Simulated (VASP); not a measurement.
# Ba (I4/mcm) in VASP: single point with PBE

Aim: the single point of Ba with PBE.

Everything below comes from runs of VASP 6.6.1. Logs are shortened: lines on timing, memory, paths and dates and some standing lists are left out, and cuts for length are marked.

## (1) The cell of the first run

Symmetry: I4/mcm, No. 140, tetragonal system. The conventional cell has a = 8.306 Å, b = 8.306 Å, c = 7.253 Å, α = 90.00°, β = 90.00°, γ = 90.00°. Within 5.3 Å of Ba (site symmetry m2m) lie 11 Ba at 4.01 to 4.67 Å.

## (2) Single point, PBE (strained)

Contents of INCAR:

```
ALGO = Normal
EDIFF = 1E-6
ENCUT = 500
GGA = PE
GGA_COMPAT = False
ISIF = 2
ISMEAR = 0
LASPH = True
LCHARG = True
LELF = True
LREAL = False
LVHAR = True
LWAVE = False
NBANDS = 28
NELM = 120
PREC = Accurate
SIGMA = 0.1
```

Contents of KPOINTS:

```
k-points
0
Gamma
  8 8 8
```

Contents of POSCAR:

```
Ba
1.0
   -4.1528835203      4.1528835203      3.6267074525
    4.1528835203     -4.1528835203      3.6267074525
    4.1528835203      4.1528835203     -3.6267074525
Ba
4
Direct
    0.8232769934      0.6767230066      0.5000000000
    0.1767230066      0.3232769934      0.5000000000
    0.3232769934      0.8232769934      0.1465539868
    0.6767230066      0.1767230066      0.8534460132
```

Potentials or basis: VASP PAW PBE potentials, release 64 (Ba_sv).

Launch:

```console
$ cat potpaw_PBE.64/Ba_sv/POTCAR > POTCAR
$ mpirun -np 1 vasp_std > vasp.out
```

OUTCAR:

```text
EDIFF = 1E-6
   ENCUT = 500
   GGA = PE
   ISIF = 2
   ISMEAR = 0
   LASPH = True
   LREAL = False
   NELM = 120
   PREC = Accurate

 ion  position               nearest neighbor table
   1  0.823  0.677  0.500-   2 4.01   2 4.01   2 4.15   4 4.33   4 4.33   3 4.33   3 4.33   3 4.67
                             4 4.67   4 4.67   3 4.67
   2  0.177  0.323  0.500-   1 4.01   1 4.01   1 4.15   4 4.33   3 4.33   3 4.33   4 4.33   4 4.67
                             4 4.67   3 4.67   3 4.67
   3  0.323  0.823  0.147-   4 4.01   4 4.01   4 4.15   1 4.33   2 4.33   1 4.33   2 4.33   2 4.67
                             1 4.67   1 4.67   2 4.67
   4  0.677  0.177  0.853-   3 4.01   3 4.01   3 4.15   1 4.33   2 4.33   1 4.33   2 4.33   1 4.67
                             2 4.67   1 4.67   2 4.67

  LATTYP: Found a body centered tetragonal cell.
 ALAT       =     8.3057670406
 C/A-ratio  =     0.8732986213

  Lattice vectors:

 A1 = (  -4.1528835203,   4.1528835203,   3.6267074525)
 A2 = (   4.1528835203,  -4.1528835203,   3.6267074525)
 A3 = (   4.1528835203,   4.1528835203,  -3.6267074525)

Analysis of symmetry for initial positions (statically):
=====================================================================
 Subroutine PRICEL returns:
 Original cell was already a primitive cell.

 Routine SETGRP: Setting up the symmetry group for a
 body centered tetragonal supercell.

 Subroutine GETGRP returns: Found 16 space group operations
 (whereof  8 operations were pure point group operations)
 out of a pool of 16 trial point group operations.

The static configuration has the point symmetry C_4h.
 The point group associated with its full space group is D_4h.

Analysis of symmetry for dynamics (positions and initial velocities):
=====================================================================
 Subroutine PRICEL returns:
 Original cell was already a primitive cell.

 Routine SETGRP: Setting up the symmetry group for a
 body centered tetragonal supercell.

 Subroutine GETGRP returns: Found 16 space group operations
 (whereof  8 operations were pure point group operations)
 out of a pool of 16 trial point group operations.

The dynamic configuration has the point symmetry C_4h.
 The point group associated with its full space group is D_4h.

 Subroutine INISYM returns: Found 16 space group operations
 (whereof  8 operations are pure point group operations),
 and found     1 'primitive' translations

----------------------------------------------------------------------------------------

                                     Primitive cell

  volume of cell :     250.1912

  direct lattice vectors                    reciprocal lattice vectors
    -4.152883520  4.152883520  3.626707452     0.000000000  0.120398272  0.137866097
     4.152883520 -4.152883520  3.626707452     0.120398272  0.000000000  0.137866097
     4.152883520  4.152883520 -3.626707452     0.120398272  0.120398272  0.000000000

  length of vectors
     6.902600236  6.902600236  6.902600236     0.183037713  0.183037713  0.170268869

  position of ions in fractional coordinates (direct lattice)
     0.823276993  0.676723007  0.500000000
     0.176723007  0.323276993  0.500000000
     0.323276993  0.823276993  0.146553987
     0.676723007  0.176723007  0.853446013

  ion indices of the primitive-cell ions
   primitive index   ion index
                 1           1
                 2           2
                 3           3
                 4           4

----------------------------------------------------------------------------------------

 KPOINTS: k-points

Automatic generation of k-mesh.
 Grid dimensions read from file:
 generate k-points for:    8    8    8

 Generating k-lattice:

  Cartesian coordinates                     Fractional coordinates (reciprocal lattice)
     0.000000000  0.015049784  0.017233262     0.125000000  0.000000000  0.000000000
     0.015049784  0.000000000  0.017233262     0.000000000  0.125000000  0.000000000
     0.015049784  0.015049784  0.000000000     0.000000000  0.000000000  0.125000000

  Length of vectors
     0.022879714  0.022879714  0.021283609

  Shift w.r.t. Gamma in fractional coordinates (k-lattice)
     0.000000000  0.000000000  0.000000000

 Subroutine IBZKPT returns following result:
 ===========================================

 Found     59 irreducible k-points:

 Following reciprocal coordinates:
            Coordinates               Weight
  0.000000  0.000000  0.000000      1.000000
  0.125000  0.000000  0.000000      8.000000
  0.250000  0.000000  0.000000      8.000000
  0.375000  0.000000  0.000000      8.000000
  0.500000  0.000000  0.000000      4.000000
  0.125000  0.125000  0.000000      8.000000
[... 16 lines left out ...]
  0.250000  0.125000  0.125000     16.000000
  0.375000  0.125000  0.125000      8.000000
 [... further k-points ...]
   k-points           NKPTS =     59   k-points in BZ     NKDIM =     59   number of bands    NBANDS=     28
   number of dos      NEDOS =    301   number of ions     NIONS =      4
   total plane-waves  NPLWV = 125000
   dimension x,y,z NGX =    50 NGY =   50 NGZ =   50
   dimension x,y,z NGXF=   100 NGYF=  100 NGZF=  100
   ions per type =               4
   NGX,Y,Z   is equivalent  to a cutoff of  12.04, 12.04, 12.04 a.u.
   NGXF,Y,Z  is equivalent  to a cutoff of  24.08, 24.08, 24.08 a.u.
 SYSTEM =  unknown system
   PREC   = accura    normal or accurate (medium, high low for compatibility)
   ISTART =      0    job   : 0-new  1-cont  2-samecut
   ICHARG =      2    charge: 1-file 2-atom 10-const
   ISPIN  =      1    spin polarized calculation?
   LNONCOLLINEAR =      F non collinear calculations
   LSORBIT =      F    spin-orbit coupling
   LASPH  =      T    aspherical Exc in radial PAW
   ENCUT  =  500.0 eV  36.75 Ry    6.06 a.u.  12.59 12.59 12.59*2*pi/ulx,y,z
   NELM   =    120;   NELMIN=  2; NELMDL= -5     # of ELM steps
   EDIFF  = 0.1E-05   stopping-criterion for ELM
   LREAL  =      F    real-space projection
   EDIFFG = 0.1E-04   stopping-criterion for IOM
   NSW    =      0    number of steps for IOM
   IBRION =     -1    ionic relax: 0-MD 1-quasi-New 2-CG
   NFREE  =      0    steps in history (QN), initial steepest desc. (CG)
   ISIF   =      2    stress and relaxation
   ISYM   =      2    0-nonsym 1-usesym 2-fastsym
   POTIM  = 0.5000    time-step for ionic-motion
   TEBEG  =    0.0;   TEEND  =   0.0 temperature during run
   PSTRESS=    0.0 pullay stress
   NELECT =      40.0000    total number of electrons
   NUPDOWN=      -1.0000    fix difference up-down
   EMIN   =  10.00;   EMAX   =-10.00  energy-range for DOS
   EFERMI =   0.00;   METHOD = LEGACY
   ISMEAR =     0;   SIGMA  =   0.10  broadening in eV -4-tet -1-fermi 0-gaus
   EFERMI_NEDOS =   21; number of points for ismear=-14 and -15
   IALGO  =     38    algorithm
   IMIX   =      4    mixing-type and parameters
     AMIX     =   0.40;   BMIX     =  1.00
     AMIX_MAG =   1.60;   BMIX_MAG =  1.00
  volume/ion in A,a.u.               =      62.55       422.09
  Fermi-wavevector in a.u.,A,eV,Ry     =   0.888527  1.679073 10.741540  0.789481
  Thomas-Fermi vector in A             =   2.009969
   LORBIT       =      0    0 simple, 1 ext, 2 COOP (PROOUT), +10 PAW based schemes
   GGA     = PE    functional components
   LHFCALC =     F    Hartree Fock is set to
   AEXX    =    0.0000 exact exchange contribution
   IVDW    =     0    specifies the selected vdW correction
   LEPSILON=     F    determine dielectric tensor
   LRPA    =     F    only Hartree local field effects (RPA)
 non-spin polarized calculation
 Gauss-broadening in eV      SIGMA  =   0.10
  energy-cutoff  :      500.00
  volume of cell :      250.19
 maximum number of plane-waves:      6389
   NGX = 25   NGY = 25   NGZ = 25

 number of electron      40.0000003 magnetization

 Free energy of the ion-electron system (eV)
  ---------------------------------------------------
  ext. energy  EPLUGINS =         0.00000000
  ---------------------------------------------------
  free energy    TOTEN  =        -7.04983770 eV

  energy without entropy =       -7.02877699  energy(sigma->0) =       -7.03930734

 E-fermi :   1.6737     XC(G=0):  -7.4019

 val. band max:        1.6695066208   @ k =  -0.3750   0.3750   0.2500
 cond. band min:       1.6799219224   @ k =  -0.1250   0.2500   0.1250
 fundamental gap:      0.0104153016
 Fermi energy:         1.6736824390

 k-point     1 :       0.0000    0.0000    0.0000
  band No.  band energies     occupation
      1     -27.2863      2.00000
      2     -27.2313      2.00000
      3     -27.1931      2.00000
      4     -27.1931      2.00000
      5     -12.6957      2.00000
      6     -12.6615      2.00000
[... 20 lines left out ...]
     27       3.2164      0.00000
     28       3.2696      0.00000

 k-point     2 :       0.1250    0.0000    0.0000
  band No.  band energies     occupation
      1     -27.2825      2.00000
      2     -27.2305      2.00000
      3     -27.1961      2.00000
      4     -27.1949      2.00000
      5     -12.7042      2.00000
      6     -12.6683      2.00000
[... 20 lines left out ...]
     27       3.2040      0.00000
     28       3.4686      0.00000

 k-point     3 :       0.2500    0.0000    0.0000
  band No.  band energies     occupation
      1     -27.2717      2.00000
      2     -27.2283      2.00000
      3     -27.2044      2.00000
      4     -27.1999      2.00000
      5     -12.7201      2.00000
      6     -12.6859      2.00000
[... 20 lines left out ...]
     27       3.1696      0.00000
     28       3.3090      0.00000

 k-point     4 :       0.3750    0.0000    0.0000
  band No.  band energies     occupation
      1     -27.2562      2.00000
      2     -27.2274      2.00000
      3     -27.2144      2.00000
      4     -27.2066      2.00000
      5     -12.7294      2.00000
      6     -12.7101      2.00000
[... 578 lines left out ...]
     27       3.1019      0.00000
     28       3.3006      0.00000

 k-point    23 :       0.2500    0.1250    0.1250
  band No.  band energies     occupation
      1     -27.2527      2.00000
      2     -27.2275      2.00000
      3     -27.2163      2.00000
      4     -27.2081      2.00000
      5     -12.7048      2.00000
      6     -12.6880      2.00000
[... 20 lines left out ...]
     27       2.9073      0.00000
     28       3.2974      0.00000

 k-point    24 :       0.3750    0.1250    0.1250
  band No.  band energies     occupation
      1     -27.2370      2.00000
      2     -27.2370      2.00000
      3     -27.2154      2.00000
      4     -27.2154      2.00000
      5     -12.6990      2.00000
      6     -12.6990      2.00000
[... 20 lines left out ...]
     27       2.9919      0.00000
     28       2.9919      0.00000

 [... further k-points ...]

------------------------ aborting loop because EDIFF is reached ----------------------------------------

  FORCE on cell =-STRESS in cart. coord.  units (eV):
  Direction    XX          YY          ZZ          XY          YZ          ZX
  --------------------------------------------------------------------------------------
  -------------------------------------------------------------------------------------
  Total       -0.0039643     -0.0039643      1.8168022      0.0000000     -0.0000000      0.0000000
  in kB       -0.0253864     -0.0253864     11.6344594      0.0000000     -0.0000000      0.0000000
  external PRESSURE =       3.8612289 kB  Pullay stress =       0.0000000 kB

 VOLUME and BASIS-vectors are now :
 -----------------------------------------------------------------------------
  energy-cutoff  :      500.00
  volume of cell :      250.19
      direct lattice vectors                 reciprocal lattice vectors
    -4.152883520  4.152883520  3.626707452     0.000000000  0.120398272  0.137866097
     4.152883520 -4.152883520  3.626707452     0.120398272  0.000000000  0.137866097
     4.152883520  4.152883520 -3.626707452     0.120398272  0.120398272  0.000000000

 POSITION                                       TOTAL-FORCE (eV/Angst)
 -----------------------------------------------------------------------------------
      1.46782      2.68506      3.62671        -0.045823      0.045823      0.000000
      2.68506      1.46782      0.00000         0.045823     -0.045823     -0.000000
      2.68506     -1.46782      3.62671         0.045823      0.045823      0.000000
      1.46782      5.62070      0.00000        -0.045823     -0.045823     -0.000000
 -----------------------------------------------------------------------------------
    total drift:                               -0.000000     -0.000000     -0.000000

  FREE ENERGIE OF THE ION-ELECTRON SYSTEM (eV)
  ---------------------------------------------------
  free  energy   TOTEN  =        -7.0498377024 eV

  energy  without entropy=       -7.0287769855  energy(sigma->0) =       -7.03930734
```

Run time: 4.3 min. Hardware: 1 thread of Intel Xeon Platinum 8375C at 2.90GHz (Ice Lake), shared host; peak memory 0.51 GiB.

What came out:

```yaml
Free_energy: -7.0498 eV
Pressure: 0.4 GPa
Largest_force: 0.065 eV/Å
Band_gap_on_the_k_mesh: zero (bands 20 and 21 overlap by 0.28 eV)
```

Forces on the atoms (eV/Å):
```
Ba  -0.046  0.046  0.000
Ba   0.046 -0.046  0.000
Ba   0.046  0.046  0.000
Ba  -0.046 -0.046  0.000
```

Caveat: the cell differs from its parent crystal (strained); spin-orbit coupling is left out, which moves the levels of the heavy elements.
